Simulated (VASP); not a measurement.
# K2AlS5 (P4/mmm) in VASP: single point with PBE

Aim: the single point of K2AlS5 with PBE.

Program: VASP 6.6.1. These are calculated values, not measurements. Logs are shortened: lines on timing, memory, paths and dates and some standing lists are left out, and cuts for length are marked.

### Step 1. The cell of the first run

The structure is tetragonal, space group P4/mmm (No. 123). Conventional cell: a = 6.613 Å, b = 6.613 Å, c = 4.101 Å, α = 90.00°, β = 90.00°, γ = 90.00°. Within 4.2 Å of K (site symmetry mmm) lie 10 S at 3.12 to 3.31 Å and 4 Al at 3.89 Å and 2 K at 4.10 Å. Al (site symmetry 4/mmm) has 6 S at 2.05 Å within 2.7 Å. S (site symmetry 4/mmm) has 2 Al at 2.05 Å within 2.7 Å. S (site symmetry m2m) has 1 Al at 2.05 Å within 2.7 Å.

### Step 2. Single point, PBE

File POSCAR:

```
K2AlS5
1.0
    6.6126000000      0.0000000000      0.0000000000
    0.0000000000      6.6126000000      0.0000000000
    0.0000000000      0.0000000000      4.1005880000
K Al S
2 1 5
Direct
    0.0000000000      0.5000000000      0.5000000000
    0.5000000000      0.0000000000      0.5000000000
    0.0000000000      0.0000000000      0.0000000000
    0.0000000000      0.0000000000      0.5000000000
    0.2190000000      0.2190000000      0.0000000000
    0.7810000000      0.2190000000      0.0000000000
    0.7810000000      0.7810000000      0.0000000000
    0.2190000000      0.7810000000      0.0000000000
```

File INCAR.step1:

```
SYSTEM = K2AlS5
PREC = Accurate ; ENCUT = 400
EDIFF = 1E-6 ; ISMEAR = 0
SIGMA = 0.0229 ; LREAL = .FALSE.
LASPH = .TRUE. ; NELM = 120
ALGO = Normal ; ISIF = 2
LWAVE = .FALSE. ; LCHARG = .TRUE.
GGA = PE ; NBANDS = 36
GGA_COMPAT = .FALSE. ; NEDOS = 2001
LORBIT = 11
```

File KPOINTS.step1:

```
Automatic mesh
0
G
  5 5 8
  0 0 0
```

File INCAR.step2:

```
SYSTEM = K2AlS5
PREC = Accurate ; ENCUT = 400
EDIFF = 1E-6 ; ISMEAR = -5
SIGMA = 0.0229 ; LREAL = .FALSE.
LASPH = .TRUE. ; NELM = 120
ALGO = Normal ; ISIF = 2
LWAVE = .FALSE. ; LCHARG = .FALSE.
GGA = PE ; LORBIT = 11
NBANDS = 36 ; NEDOS = 2001
ICHARG = 11 ; GGA_COMPAT = .FALSE.
```

File KPOINTS.step2:

```
Automatic mesh
0
G
  8 8 12
  0 0 0
```

Potentials or basis: VASP PAW PBE potentials, release 64 (K_sv, Al, S).

Run with:

```bash
$ cat potpaw_PBE.64/K_sv/POTCAR potpaw_PBE.64/Al/POTCAR potpaw_PBE.64/S/POTCAR > POTCAR
$ cp INCAR.step1 INCAR
$ cp KPOINTS.step1 KPOINTS
$ mpirun -np 1 vasp_std > vasp.out
$ cp INCAR.step2 INCAR
$ cp KPOINTS.step2 KPOINTS
$ mpirun -np 1 vasp_std > vasp.out
```

OUTCAR:

```text
SYSTEM = K2AlS5
   PREC = Accurate
   ENCUT = 400
   EDIFF = 1E-6
   ISMEAR = -5
   LREAL = .FALSE.
   LASPH = .TRUE.
   NELM = 120
   ISIF = 2
   GGA = PE
   LORBIT = 11
   ICHARG = 11

 ion  position               nearest neighbor table
   1  0.000  0.500  0.500-   5 3.12   6 3.12   7 3.12   8 3.12   5 3.12   6 3.12   7 3.12   8 3.12

   2  0.500  0.000  0.500-   5 3.12   6 3.12   7 3.12   8 3.12   5 3.12   6 3.12   7 3.12   8 3.12

   3  0.000  0.000  0.000-   5 2.05   6 2.05   7 2.05   8 2.05   4 2.05   4 2.05
   4  0.000  0.000  0.500-   3 2.05   3 2.05
   5  0.219  0.219  0.000-   3 2.05   2 3.12   1 3.12   1 3.12   2 3.12
   6  0.781  0.219  0.000-   3 2.05   2 3.12   1 3.12   1 3.12   2 3.12
   7  0.781  0.781  0.000-   3 2.05   2 3.12   1 3.12   1 3.12   2 3.12
   8  0.219  0.781  0.000-   3 2.05   2 3.12   1 3.12   1 3.12   2 3.12

  LATTYP: Found a simple tetragonal cell.
 ALAT       =     6.6126000000
 C/A-ratio  =     0.6201173517

  Lattice vectors:

 A1 = (   6.6126000000,   0.0000000000,   0.0000000000)
 A2 = (   0.0000000000,   6.6126000000,   0.0000000000)
 A3 = (   0.0000000000,   0.0000000000,   4.1005880000)

Analysis of symmetry for initial positions (statically):
=====================================================================
 Subroutine PRICEL returns:
 Original cell was already a primitive cell.

 Routine SETGRP: Setting up the symmetry group for a
 simple tetragonal supercell.

 Subroutine GETGRP returns: Found 16 space group operations
 (whereof 16 operations were pure point group operations)
 out of a pool of 16 trial point group operations.

The static configuration has the point symmetry D_4h.

Analysis of symmetry for dynamics (positions and initial velocities):
=====================================================================
 Subroutine PRICEL returns:
 Original cell was already a primitive cell.

 Routine SETGRP: Setting up the symmetry group for a
 simple tetragonal supercell.

 Subroutine GETGRP returns: Found 16 space group operations
 (whereof 16 operations were pure point group operations)
 out of a pool of 16 trial point group operations.

The dynamic configuration has the point symmetry D_4h.

 Subroutine INISYM returns: Found 16 space group operations
 (whereof 16 operations are pure point group operations),
 and found     1 'primitive' translations

----------------------------------------------------------------------------------------
[... 125 lines left out ...]
   IMIX   =      4    mixing-type and parameters
     AMIX     =   0.40;   BMIX     =  1.00
     AMIX_MAG =   1.60;   BMIX_MAG =  1.00
  volume/ion in A,a.u.               =      22.41       151.25
  Fermi-wavevector in a.u.,A,eV,Ry     =   1.076634  2.034543 15.771062  1.159140
  Thomas-Fermi vector in A             =   2.212524
   LORBIT       =     11    0 simple, 1 ext, 2 COOP (PROOUT), +10 PAW based schemes
   GGA     = PE    functional components
   LHFCALC =     F    Hartree Fock is set to
   AEXX    =    0.0000 exact exchange contribution
   IVDW    =     0    specifies the selected vdW correction
   LEPSILON=     F    determine dielectric tensor
   LRPA    =     F    only Hartree local field effects (RPA)
 non-spin polarized calculation
 Fermi weights with tetrahedron method with Bloechl corrections
  energy-cutoff  :      400.00
  volume of cell :      179.30
 maximum number of plane-waves:      3312
 NGX is ok and might be reduce to    48

 number of electron      50.9999984 magnetization

 Free energy of the ion-electron system (eV)
  ---------------------------------------------------
  ext. energy  EPLUGINS =         0.00000000
  ---------------------------------------------------
  free energy    TOTEN  =       -25.00547432 eV

  energy without entropy =      -25.00547432  energy(sigma->0) =      -25.00547432

 E-fermi :   2.5823     XC(G=0):  -8.7623

 val. band max:        2.5798251014   @ k =   0.0000   0.0000   0.0000
 cond. band min:       2.5681477095   @ k =   0.2500   0.1250   0.0000
 fundamental gap:     -0.0116773919
 Fermi energy:         2.5823056105

 k-point     1 :       0.0000    0.0000    0.0000
  band No.  band energies     occupation
      1     -26.2968      2.00000
      2     -26.2912      2.00000
      3     -12.6069      2.00000
      4     -10.5274      2.00000
      5     -10.5274      2.00000
      6      -9.8679      2.00000
[... 925 lines left out ...]
     35       9.6332      0.00000
     36       9.9757      0.00000

 [... further k-points ...]

------------------------ aborting loop because EDIFF is reached ----------------------------------------

  FORCE on cell =-STRESS in cart. coord.  units (eV):
  Direction    XX          YY          ZZ          XY          YZ          ZX
  --------------------------------------------------------------------------------------
  -------------------------------------------------------------------------------------
  Total       21.3964905     21.3964905     24.1126680      0.0000000      0.0000000     -0.0000000
  in kB      191.1888167    191.1888167    215.4592813      0.0000000      0.0000000     -0.0000000
  external PRESSURE =     199.2789716 kB  Pullay stress =       0.0000000 kB

 VOLUME and BASIS-vectors are now :
 -----------------------------------------------------------------------------
  energy-cutoff  :      400.00
  volume of cell :      179.30
      direct lattice vectors                 reciprocal lattice vectors
     6.612600000  0.000000000  0.000000000     0.151226446  0.000000000  0.000000000
     0.000000000  6.612600000  0.000000000     0.000000000  0.151226446  0.000000000
     0.000000000  0.000000000  4.100588000     0.000000000  0.000000000  0.243867465

 POSITION                                       TOTAL-FORCE (eV/Angst)
 -----------------------------------------------------------------------------------
      0.00000      3.30630      2.05029         0.000000      0.000000     -0.000000
      3.30630      0.00000      2.05029         0.000000      0.000000     -0.000000
      0.00000      0.00000      0.00000         0.000000      0.000000     -0.000000
      0.00000      0.00000      2.05029         0.000000      0.000000     -0.000000
      1.44816      1.44816      0.00000         2.934917      2.934917      0.000000
      5.16444      1.44816      0.00000        -2.934917      2.934917     -0.000000
      5.16444      5.16444      0.00000        -2.934917     -2.934917     -0.000000
      1.44816      5.16444      0.00000         2.934917     -2.934917      0.000000
 -----------------------------------------------------------------------------------
    total drift:                                0.000000     -0.000000      0.000000

  FREE ENERGIE OF THE ION-ELECTRON SYSTEM (eV)
  ---------------------------------------------------
  free  energy   TOTEN  =       -25.0054743225 eV

  energy  without entropy=      -25.0054743225  energy(sigma->0) =      -25.00547432

 total charge

# of ion       s       p       d       tot
------------------------------------------
    1        1.965   5.586   0.045   7.596
    2        1.965   5.586   0.045   7.596
    3        0.417   0.614   0.000   1.031
    4        1.403   2.365   0.000   3.769
    5        1.376   2.371   0.000   3.747
    6        1.376   2.371   0.000   3.747
    7        1.376   2.371   0.000   3.747
    8        1.376   2.371   0.000   3.747
--------------------------------------------------
tot         11.255  23.634   0.090  34.979
```

OSZICAR.step1:

```text
N       E                     dE             d eps       ncg     rms          rms(c)
DAV:   1     0.296308942817E+03    0.29631E+03   -0.19291E+04  2176   0.995E+02
DAV:   2    -0.467535930848E+01   -0.30098E+03   -0.29247E+03  2924   0.270E+02
DAV:   3    -0.260678937686E+02   -0.21393E+02   -0.21207E+02  3088   0.641E+01
DAV:   4    -0.267474109398E+02   -0.67952E+00   -0.67785E+00  3476   0.110E+01
DAV:   5    -0.267890590230E+02   -0.41648E-01   -0.41644E-01  3168   0.163E+00    0.174E+01
DAV:   6    -0.251371272301E+02    0.16519E+01   -0.29645E+00  2512   0.756E+00    0.956E+00
DAV:   7    -0.249943127982E+02    0.14281E+00   -0.18401E+00  2712   0.556E+00    0.320E+00
DAV:   8    -0.250035995051E+02   -0.92867E-02   -0.35838E-01  2656   0.268E+00    0.241E+00
DAV:   9    -0.250085690268E+02   -0.49695E-02   -0.26656E-02  2800   0.740E-01    0.940E-01
DAV:  10    -0.250090046850E+02   -0.43566E-03   -0.58331E-03  2560   0.418E-01    0.340E-01
DAV:  11    -0.250096352414E+02   -0.63056E-03   -0.22848E-03  2704   0.217E-01    0.758E-02
DAV:  12    -0.250099061757E+02   -0.27093E-03   -0.40785E-04  2496   0.102E-01    0.545E-02
DAV:  13    -0.250100238488E+02   -0.11767E-03   -0.72616E-05  2488   0.364E-02    0.279E-02
DAV:  14    -0.250100821877E+02   -0.58339E-04   -0.51664E-05  2384   0.290E-02    0.211E-02
DAV:  15    -0.250100839649E+02   -0.17772E-05   -0.36115E-06  2584   0.775E-03    0.712E-03
DAV:  16    -0.250100841186E+02   -0.15365E-06   -0.10655E-06  1852   0.480E-03
   1 F= -.25010084E+02 E0= -.25008931E+02  d E =-.230594E-02
```

It took 6.2 min on 1 thread of Intel Xeon Platinum 8259CL at 2.50GHz (Skylake/Cascade Lake), shared host; peak memory 0.49 GiB.

Results:

```
Valence electrons inside the program's atomic spheres : K 7.60; Al 1.03; S 3.77, 3.75 (each value once)
```

Levels at points of the mesh, in eV from the Fermi level:
| k point | band 22 | band 23 | band 24 | band 25 | band 26 | band 27 | band 28 | band 29 |
| --- | --- | --- | --- | --- | --- | --- | --- | --- |
| (0.00, 0.00, 0.00) | -1.30 | -0.38 | -0.20 | 0.00 | 0.13 | 0.13 | 0.83 | 3.81 |
| (0.50, 0.00, 0.00) | -1.14 | -0.98 | -0.88 | -0.57 | -0.02 | 0.19 | 0.53 | 4.69 |
| (0.50, 0.50, 0.00) | -1.51 | -1.41 | -0.84 | -0.84 | -0.75 | -0.07 | -0.05 | 5.63 |
| (0.00, 0.00, 0.50) | -1.22 | -0.34 | -0.34 | -0.08 | 0.57 | 0.57 | 1.03 | 4.91 |
| (0.50, 0.00, 0.50) | -1.13 | -0.91 | -0.86 | -0.22 | 0.24 | 0.55 | 0.60 | 5.57 |
| (0.50, 0.50, 0.50) | -1.27 | -0.94 | -0.94 | -0.66 | -0.40 | 0.35 | 0.35 | 6.48 |

Caveat: an odd number of electrons without spin polarisation forces a metal; a magnetic or distorted state may lie lower.
